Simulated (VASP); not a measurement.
Set up this calculation in VASP 6.6.1, as the native input.

```
Task                   : single point
Functional             : PBE
Dispersion             : D4
Potentials or basis    : VASP PAW PBE potentials, release 64 (Sb)
Cutoff                 : 520 eV
k mesh                 : 10 × 10 × 10
Occupations            : fermi-dirac, width 0.05 eV
Spin                   : no spin polarisation
Dipole correction      : no
Further INCAR settings : ALGO = Normal; EDIFF = 1e-07; NBANDS = 8
```

The structure of Sb lies in POSCAR:

```
Sb
1.0
   -1.8713408863      1.8713408863      1.8713408863
    1.8713408863     -1.8713408863      1.8713408863
    1.8713408863      1.8713408863     -1.8713408863
Sb
1
Direct
    0.0000000000      0.0000000000      0.0000000000
```

The input as run:

INCAR

```
PREC     = Accurate       # precision mode
ENCUT    = 520            # plane-wave cutoff, eV
EDIFF    = 1E-7           # SCF threshold, eV
ISMEAR   = -1             # smearing method
SIGMA    = 0.05           # smearing width, eV
LREAL    = False          # projectors in reciprocal space
LASPH    = True           # aspherical terms in the spheres
NELM     = 80             # most SCF steps
ALGO     = Normal         # electronic algorithm
ISIF     = 2              # what is computed and relaxed
LWAVE    = False          # write WAVECAR
LCHARG   = False          # write CHGCAR
GGA      = PE             # functional
IVDW     = 13             # dispersion correction
NBANDS   = 8              # bands
```

KPOINTS

```
Automatic mesh
0
Gamma
  10 10 10
```

Potentials or basis: VASP PAW PBE potentials, release 64 (Sb).

The run is started by

```bash
$ cat potpaw_PBE.64/Sb/POTCAR > POTCAR
$ mpirun -np 1 vasp_std > vasp.out
```

Results of the run:

* Pressure: -0.2 GPa
* Dispersion energy per atom: -0.577 eV

Caveat: pairwise dispersion overbinds metals, which lowers pressure and volume.

Run time: 6.8 s on 1 thread of Intel Xeon 8259CL, with other jobs on the host, peak memory 0.14 GiB.
